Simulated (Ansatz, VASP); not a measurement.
**One calculation of InP, two programs**

```xyz
2
Lattice="0.0000 2.7702 2.7702 2.8996 0.0000 2.7702 2.8996 2.7702 0.0000" Properties=species:S:1:pos:R:3 pbc="T T T"
In    0.0397    0.0000    0.0000
P     2.7523    2.7702    2.7702
```

Change from the starting cell: mode 4 frozen in at -0.141 Å, normal strain along x +0.0467.

Alike in both runs: task single point; functional PBE; k mesh 14 × 14 × 14; occupations gaussian, width 0.15 eV; no spin polarisation.

|  | VASP | Ansatz |
| --- | --- | --- |
| version | VASP 6.6.1 | Ansatz 0.2.0 |
| potentials or method | VASP PAW PBE potentials, release 64 (In_d, P), cutoff 520 eV | scalar-relativistic, plane waves, PAW |
| valence electrons in the cell | 18 | 18 |

```csv
,VASP,Ansatz,Ansatz less VASP
gap on the k mesh at the Fermi level (eV),none,none,-
pressure (GPa),-2.3,-2.2,+0.04
"traceless stress, the component that is largest in VASP (GPa)",-0.31,-0.31,0.000
rms of the force components (eV/Å),0.021,0.021,-0.0003
```

Atom by atom the forces differ by 0.000 eV/Å (rms over components). A gap of «none» marks a metal or a gap that the smearing closes.
